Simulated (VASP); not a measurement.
Set up this calculation in VASP 6.6.1, as the native input.

- Task: relaxation of cell and atoms
- Functional: revPBE
- Dispersion: D3(BJ)
- Potentials or basis: VASP PAW PBE potentials, release 64 (C)
- Cutoff: 600 eV
- k mesh: 8 × 8 × 8
- Occupations: gaussian, width 0.01 eV
- Spin: no spin polarisation
- Dipole correction: no
- Further INCAR settings: ALGO = Normal; EDIFF = 1e-06; IBRION = 2; EDIFFG = -0.005; NSW = 80; ISIF = 3

The structure of C lies in POSCAR:

```
C
1.0
    0.0000000000      1.7833700000      1.7833700000
    1.7833700000      0.0000000000      1.7833700000
    1.7833700000      1.7833700000      0.0000000000
C
2
Direct
    0.0000000000      0.0000000000      0.0000000000
    0.2500000000      0.2500000000      0.2500000000
```

The input as run:

INCAR

```
  PREC = Accurate
  ENCUT = 600
  EDIFF = 1E-6
  ISMEAR = 0
  SIGMA = 0.01
  LREAL = F
  LASPH = T
  NELM = 80
  ALGO = Normal
  ISIF = 3
  LWAVE = F
  LCHARG = F
  GGA = RE
  IVDW = 12
  IBRION = 2
  NSW = 80
  EDIFFG = -0.005
```

KPOINTS

```
Automatic mesh
0
Gamma
  8 8 8
```

Potentials or basis: VASP PAW PBE potentials, release 64 (C).

Run with:

```bash
$ cat potpaw_PBE.64/C/POTCAR > POTCAR
$ mpirun -np 1 vasp_std > vasp.out
```

It gave:

```json
{
 "Relaxed volume": "5.61 Å³/atom",
 "Relaxed cell": "a = 2.513 Å, b = 2.513 Å, c = 2.513 Å, α = 60.00°, β = 60.00°, γ = 60.00°",
 "Space group after relaxing (to 0.05 Å)": "Fd-3m (No. 227)",
 "Energy gained by relaxing": "0.9 meV/atom",
 "Ionic steps": "3",
 "Pressure after relaxing": "0.0 GPa",
 "Band gap on the k mesh": "4.15 eV, indirect (least direct gap 5.62 eV)",
 "Dispersion energy per atom": "-0.400 eV"
}
```

Caveat: the PAW data sets were made with another functional, which shifts forces and pressure a little.

Run time: 10 s on 1 thread of Intel Xeon 8259CL, on a shared host, peak memory 0.13 GiB.
